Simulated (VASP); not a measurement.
# Ga3SbAs2 (I-4m2) in VASP: notebook, part 3 of 3

VASP 6.6.1. The steps go on from the part before.

## 4. Relaxation of cell and atoms, PBE

This run uses another cell than the first one, of 22.25 Å³/atom.

INCAR reads:

```
SYSTEM = Ga3SbAs2
  PREC = Accurate
  ENCUT = 600
  EDIFF = 1E-6
  ISMEAR = 0
  SIGMA = 0.1
  LREAL = .FALSE.
  LASPH = .TRUE.
  NELM = 100
  ALGO = Normal
  ISIF = 3
  LWAVE = .FALSE.
  LCHARG = .FALSE.
  GGA = PE
  IBRION = 2
  NSW = 90
  EDIFFG = -0.04
```

KPOINTS reads:

```
regular mesh
0
G
  6 6 6
  0 0 0
```

POSCAR reads:

```
Ga3SbAs2
1.0
   -1.9887365900      1.9887365900      8.4374947600
    1.9887365900     -1.9887365900      8.4374947600
    1.9887365900      1.9887365900     -8.4374947600
Ga Sb As
3 1 2
Direct
    0.6666666700      0.6666666700      0.0000000000
    0.3333333300      0.3333333300      0.0000000000
    0.0000000000      0.0000000000      0.0000000000
    0.7500000000      0.2500000000      0.5000000000
    0.4166666700      0.9166666700      0.5000000000
    0.0833333300      0.5833333300      0.5000000000
```

Potentials or basis: VASP PAW PBE potentials, release 64 (Ga_d, Sb, As).

Launch:

```console
cat potpaw_PBE.64/Ga_d/POTCAR potpaw_PBE.64/Sb/POTCAR potpaw_PBE.64/As/POTCAR > POTCAR
mpirun -np 1 vasp_std > vasp.out
```

OUTCAR:

```text
SYSTEM = Ga3SbAs2
   PREC = Accurate
   ENCUT = 600
   EDIFF = 1E-6
   ISMEAR = 0
   LREAL = .FALSE.
   LASPH = .TRUE.
   NELM = 100
   ISIF = 3
   GGA = PE
   IBRION = 2
   NSW = 90
   EDIFFG = -0.04

 ion  position               nearest neighbor table
   1  0.667  0.667  0.000-   4 2.44   4 2.44   6 2.44   6 2.44
   2  0.333  0.333  0.000-   4 2.44   4 2.44   5 2.44   5 2.44
   3  0.000  0.000  0.000-   6 2.44   5 2.44   6 2.44   5 2.44
   4  0.750  0.250  0.500-   2 2.44   1 2.44   2 2.44   1 2.44
   5  0.417  0.917  0.500-   3 2.44   3 2.44   2 2.44   2 2.44
   6  0.083  0.583  0.500-   3 2.44   3 2.44   1 2.44   1 2.44

  LATTYP: Found a body centered tetragonal cell.
 ALAT       =     3.9774731800
 C/A-ratio  =     4.2426406807

  Lattice vectors:

 A1 = (  -1.9887365900,   1.9887365900,   8.4374947600)
 A2 = (   1.9887365900,  -1.9887365900,   8.4374947600)
 A3 = (   1.9887365900,   1.9887365900,  -8.4374947600)

Analysis of symmetry for initial positions (statically):
=====================================================================
 Subroutine PRICEL returns:
 Original cell was already a primitive cell.

 Routine SETGRP: Setting up the symmetry group for a
 body centered tetragonal supercell.

 Subroutine GETGRP returns: Found  8 space group operations
 (whereof  8 operations were pure point group operations)
 out of a pool of 16 trial point group operations.

The static configuration has the point symmetry D_2d.

Analysis of symmetry for dynamics (positions and initial velocities):
=====================================================================
 Subroutine PRICEL returns:
 Original cell was already a primitive cell.

 Routine SETGRP: Setting up the symmetry group for a
 body centered tetragonal supercell.

 Subroutine GETGRP returns: Found  8 space group operations
 (whereof  8 operations were pure point group operations)
 out of a pool of 16 trial point group operations.

The dynamic configuration has the point symmetry D_2d.

 Subroutine INISYM returns: Found  8 space group operations
 (whereof  8 operations are pure point group operations),
 and found     1 'primitive' translations

----------------------------------------------------------------------------------------

                                     Primitive cell

  volume of cell :     133.4836

  direct lattice vectors                    reciprocal lattice vectors
    -1.988736590  1.988736590  8.437494760     0.000000000  0.251415900  0.059259296
     1.988736590 -1.988736590  8.437494760     0.251415900  0.000000000  0.059259296
     1.988736590  1.988736590 -8.437494760     0.251415900  0.251415900  0.000000000

  length of vectors
     8.893900397  8.893900397  8.893900397     0.258305283  0.258305283  0.355555776

  position of ions in fractional coordinates (direct lattice)
     0.666666670  0.666666670  0.000000000
     0.333333330  0.333333330  0.000000000
     0.000000000  0.000000000  0.000000000
     0.750000000  0.250000000  0.500000000
     0.416666670  0.916666670  0.500000000
     0.083333330  0.583333330  0.500000000

  ion indices of the primitive-cell ions
   primitive index   ion index
                 1           1
                 2           2
                 3           3
                 4           4
                 5           5
                 6           6

----------------------------------------------------------------------------------------

 KPOINTS: regular mesh

Automatic generation of k-mesh.
 Grid dimensions read from file:
 generate k-points for:    6    6    6

 Generating k-lattice:

  Cartesian coordinates                     Fractional coordinates (reciprocal lattice)
     0.000000000  0.041902650  0.009876549     0.166666667  0.000000000  0.000000000
     0.041902650  0.000000000  0.009876549     0.000000000  0.166666667  0.000000000
     0.041902650  0.041902650  0.000000000     0.000000000  0.000000000  0.166666667

  Length of vectors
     0.043050880  0.043050880  0.059259296

  Shift w.r.t. Gamma in fractional coordinates (k-lattice)
     0.000000000  0.000000000  0.000000000

 Subroutine IBZKPT returns following result:
 ===========================================

 Found     30 irreducible k-points:

 Following reciprocal coordinates:
            Coordinates               Weight
  0.000000  0.000000  0.000000      1.000000
  0.166667 -0.000000  0.000000      8.000000
  0.333333  0.000000  0.000000      8.000000
  0.500000  0.000000  0.000000      4.000000
  0.166667  0.166667  0.000000      8.000000
  0.333333  0.166667  0.000000     16.000000
[... 16 lines left out ...]
 -0.333333 -0.333333  0.166667      8.000000
 -0.166667 -0.333333  0.166667      8.000000
 [... further k-points ...]
   k-points           NKPTS =     30   k-points in BZ     NKDIM =     30   number of bands    NBANDS=     32
   number of dos      NEDOS =    301   number of ions     NIONS =      6
   total plane-waves  NPLWV = 373248
   dimension x,y,z NGX =    72 NGY =   72 NGZ =   72
   dimension x,y,z NGXF=   144 NGYF=  144 NGZF=  144
   ions per type =               3   1   2
   NGX,Y,Z   is equivalent  to a cutoff of  13.46, 13.46, 13.46 a.u.
   NGXF,Y,Z  is equivalent  to a cutoff of  26.92, 26.92, 26.92 a.u.
 SYSTEM =  Ga3SbAs2
   PREC   = accura    normal or accurate (medium, high low for compatibility)
   ISTART =      0    job   : 0-new  1-cont  2-samecut
   ICHARG =      2    charge: 1-file 2-atom 10-const
   ISPIN  =      1    spin polarized calculation?
   LNONCOLLINEAR =      F non collinear calculations
   LSORBIT =      F    spin-orbit coupling
   LASPH  =      T    aspherical Exc in radial PAW
   ENCUT  =  600.0 eV  44.10 Ry    6.64 a.u.  17.76 17.76 17.76*2*pi/ulx,y,z
   NELM   =    100;   NELMIN=  2; NELMDL= -5     # of ELM steps
   EDIFF  = 0.1E-05   stopping-criterion for ELM
   LREAL  =      F    real-space projection
   EDIFFG = -.4E-01   stopping-criterion for IOM
   NSW    =     90    number of steps for IOM
   IBRION =      2    ionic relax: 0-MD 1-quasi-New 2-CG
   NFREE  =      1    steps in history (QN), initial steepest desc. (CG)
   ISIF   =      3    stress and relaxation
   ISYM   =      2    0-nonsym 1-usesym 2-fastsym
   POTIM  = 0.5000    time-step for ionic-motion
   TEBEG  =    0.0;   TEEND  =   0.0 temperature during run
   PSTRESS=    0.0 pullay stress
   NELECT =      54.0000    total number of electrons
   NUPDOWN=      -1.0000    fix difference up-down
   EMIN   =  10.00;   EMAX   =-10.00  energy-range for DOS
   EFERMI =   0.00;   METHOD = LEGACY
   ISMEAR =     0;   SIGMA  =   0.10  broadening in eV -4-tet -1-fermi 0-gaus
   EFERMI_NEDOS =   21; number of points for ismear=-14 and -15
   IALGO  =     38    algorithm
   IMIX   =      4    mixing-type and parameters
     AMIX     =   0.40;   BMIX     =  1.00
     AMIX_MAG =   1.60;   BMIX_MAG =  1.00
  volume/ion in A,a.u.               =      22.25       150.13
  Fermi-wavevector in a.u.,A,eV,Ry     =   1.210775  2.288033 19.945812  1.465976
  Thomas-Fermi vector in A             =   2.346311
   LORBIT       =      0    0 simple, 1 ext, 2 COOP (PROOUT), +10 PAW based schemes
   GGA     = PE    functional components
   LHFCALC =     F    Hartree Fock is set to
   AEXX    =    0.0000 exact exchange contribution
   IVDW    =     0    specifies the selected vdW correction
   LEPSILON=     F    determine dielectric tensor
   LRPA    =     F    only Hartree local field effects (RPA)
 conjugate gradient relaxation of ions
 non-spin polarized calculation
 Gauss-broadening in eV      SIGMA  =   0.10
  energy-cutoff  :      600.00
  volume of cell :      133.48
 maximum number of plane-waves:      4500
   NGX = 35   NGY = 35   NGZ = 35

--------------------------------------- Ionic step        1  -------------------------------------------

 number of electron      53.9999994 magnetization

 Free energy of the ion-electron system (eV)
  ---------------------------------------------------
  ext. energy  EPLUGINS =         0.00000000
  ---------------------------------------------------
  free energy    TOTEN  =       -22.82405573 eV

  energy without entropy =      -22.82405573  energy(sigma->0) =      -22.82405573

 E-fermi :   5.7439     XC(G=0):  -9.8526

 val. band max:        5.3387985226   @ k =   0.0000   0.0000   0.0000
 cond. band min:       6.1889892534   @ k =   0.0000   0.0000   0.0000
 fundamental gap:      0.8501907308
 Fermi energy:         5.7439011469

 k-point     1 :       0.0000    0.0000    0.0000
  band No.  band energies     occupation
      1      -9.9772      2.00000
      2      -9.9286      2.00000
      3      -9.8880      2.00000
      4      -9.8880      2.00000
      5      -9.8341      2.00000
      6      -9.8341      2.00000
[... 1108 lines left out ...]
  energy  without entropy=      -23.7439132969  energy(sigma->0) =      -23.74435881

--------------------------------------- Ionic step        8  -------------------------------------------

 number of electron      53.9999999 magnetization

 Free energy of the ion-electron system (eV)
  ---------------------------------------------------
  ext. energy  EPLUGINS =         0.00000000
  ---------------------------------------------------
  free energy    TOTEN  =       -23.74482544 eV

  energy without entropy =      -23.74393411  energy(sigma->0) =      -23.74437978

 E-fermi :   3.9174     XC(G=0):  -9.1776

 val. band max:        3.8947778172   @ k =   0.0000   0.0000   0.0000
 cond. band min:       4.3653373561   @ k =   0.5000   0.0000   0.0000
 fundamental gap:      0.4705595389
 Fermi energy:         3.9173537649

 k-point     1 :       0.0000    0.0000    0.0000
  band No.  band energies     occupation
      1     -11.1008      2.00000
      2     -11.0422      2.00000
      3     -11.0422      2.00000
      4     -11.0244      2.00000
      5     -11.0113      2.00000
      6     -10.9934      2.00000
[... 864 lines left out ...]
  FREE ENERGIE OF THE ION-ELECTRON SYSTEM (eV)
  ---------------------------------------------------
  free  energy   TOTEN  =       -23.7448254368 eV

  energy  without entropy=      -23.7439341148  energy(sigma->0) =      -23.74437978

 reached required accuracy - stopping structural energy minimisation
```

Wall time 44 min (1 thread of Intel Xeon Platinum 8559C (Emerald Rapids), shared host); peak memory 0.91 GiB.

Results:

```
Free energy                           : -23.7448 eV
Relaxed volume                        : 25.89 Å³/atom
Relaxed cell                          : a = 9.332 Å, b = 9.332 Å, c = 9.332 Å, α = 154.05°, β = 154.05°, γ = 37.02°
Space group after relaxing (to 0.1 Å) : I-4m2 (No. 119)
Energy gained by relaxing             : 153.5 meV/atom
Ionic steps                           : 8
Pressure after relaxing               : -0.2 GPa
Largest force after relaxing          : 0.037 eV/Å
Band gap on the k mesh                : zero (filled and empty bands touch)
```

Forces on the atoms (eV/Å):
```
Ga   0.000  0.000  0.037
Ga   0.000  0.000 -0.037
Ga   0.000  0.000  0.000
Sb   0.000  0.000  0.000
As   0.000  0.000  0.036
As   0.000  0.000 -0.036
```

Step by step:
| step | energy change (eV) | largest force (eV/Å) | pressure (GPa) | volume (Å³) |
| --- | --- | --- | --- | --- |
| 1 | 0.0000 | 1.7980 | 12.20 | 133.48 |
| 2 | -0.7119 | 0.3380 | -3.72 | 168.95 |
| 3 | -0.8587 | 0.5310 | -0.38 | 156.66 |
| 4 | -0.8894 | 0.3237 | -0.20 | 155.78 |
| 5 | -0.9132 | 0.2315 | 0.42 | 153.60 |
| 6 | -0.9146 | 0.2421 | 0.33 | 154.00 |
| 7 | -0.9207 | 0.0477 | -0.13 | 155.26 |
| 8 | -0.9208 | 0.0366 | -0.18 | 155.34 |

Final structure:
```
Ga Sb As
1.0
    -2.09491    2.09491    8.84884
     2.09491   -2.09491    8.84884
     2.09491    2.09491   -8.84884
Ga Sb As
3 1 2
Direct
  0.65869 0.65869 0.00000
  0.34131 0.34131 0.00000
  0.00000 0.00000 0.00000
  0.75000 0.25000 0.50000
  0.42049 0.92049 0.50000
  0.07951 0.57951 0.50000
```

Levels at points of the mesh, in eV from the Fermi level:
```tsv
k point	band 25	band 26	band 27	band 28	band 29	band 30
(0.00, 0.00, 0.00)	-0.28	-0.12	-0.02	-0.02	1.19	1.32
(0.50, 0.00, 0.00)	-1.54	-1.17	-0.58	0.45	1.65	2.28
(0.50, 0.50, 0.00)	-3.02	-2.55	-2.51	1.30	1.37	2.78
(0.50, 0.50, 0.50)	-1.34	-0.68	-0.68	1.18	1.31	1.75
```

Caveat: the volume moved by over 15 % at a fixed basis, so the end points are rough; semilocal functionals underestimate gaps, and a narrow one can read as zero; spin-orbit coupling is left out, which moves the levels of the heavy elements.

## 5. Summary

```tsv
task	cell	cutoff (eV)	gap on the mesh (eV)	pressure (GPa)	largest force (eV/Å)
single point	a = 9.318 Å, angles 154.0, 154.0, 37.1°, 6 atoms, atomic positions A	520	none	-0.1	0.03
single point	a = 8.894 Å, angles 154.2, 154.2, 36.9°, 6 atoms, atomic positions B	520	0.85	12.2	1.80
relaxation of cell and atoms	relaxed from a = 8.894 Å, angles 154.2, 154.2, 36.9°, 6 atoms, atomic positions B	600	none	-0.2	0.04
```

Alike in all rows: level PBE; potentials or basis VASP PAW PBE potentials, release 64 (Ga_d, Sb, As); no spin polarisation; k mesh 6 × 6 × 6; smearing gaussian 0.1 eV.

Caveats: spin-orbit coupling is left out, which moves the levels of the heavy elements; semilocal functionals underestimate gaps, and a narrow one can read as zero (at least some runs); the cell stands under pressure (at least some runs); forces of over 1 eV/Å act on the atoms, so gaps and moduli don't describe the material at rest (at least some runs); the volume moved by over 15 % at a fixed basis, so the end points are rough (at least some runs).

Total energies depend on the potentials used, so only differences within one code and one set of settings carry meaning.

The gap in the log of VASP goes by the Fermi energy; the results here count the filled bands.